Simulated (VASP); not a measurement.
Rb3Sn, 4 atoms in the cell. Symmetry: Fm-3m, No. 225, cubic system. The conventional cell has a = 9.317 Å, b = 9.317 Å, c = 9.317 Å, α = 90.00°, β = 90.00°, γ = 90.00°. Within 5.3 Å of Rb (site symmetry -43m) lie 10 Rb at 4.03 to 4.66 Å and 4 Sn at 4.03 Å. Rb (site symmetry m-3m) has 8 Rb at 4.03 Å and 6 Sn at 4.66 Å within 5.3 Å. Within 5.3 Å of Sn (site symmetry m-3m) lie 14 Rb at 4.03 to 4.66 Å. 

- Program: VASP 6.6.1
- Task: relaxation of cell and atoms
- Functional: PBE
- Potentials or basis: VASP PAW PBE potentials, release 64 (Rb_sv, Sn_d)
- Cutoff: 600 eV
- k mesh: 10 × 10 × 10
- Occupations: gaussian, width 0.1 eV
- Spin: no spin polarisation
- Dipole correction: no
- Further INCAR settings: ALGO = Fast; EDIFF = 1e-06; IBRION = 2; EDIFFG = -0.01; NSW = 100; ISIF = 3

Potentials or basis: VASP PAW PBE potentials, release 64 (Rb_sv, Sn_d).

The run is started by

```sh
$ cat potpaw_PBE.64/Rb_sv/POTCAR potpaw_PBE.64/Sn_d/POTCAR > POTCAR
$ mpirun -np 1 vasp_std > vasp.out
```

Hardware: 1 thread of Intel Xeon 8259CL, on a shared host.

**Question.** How long does it take, and how much memory?

**Answer.** It took 14 min on 1 thread of Intel Xeon 8259CL, with other jobs on the host, peak memory 0.57 GiB. Counts: scf iterations 23, k points 47, ion steps 1.
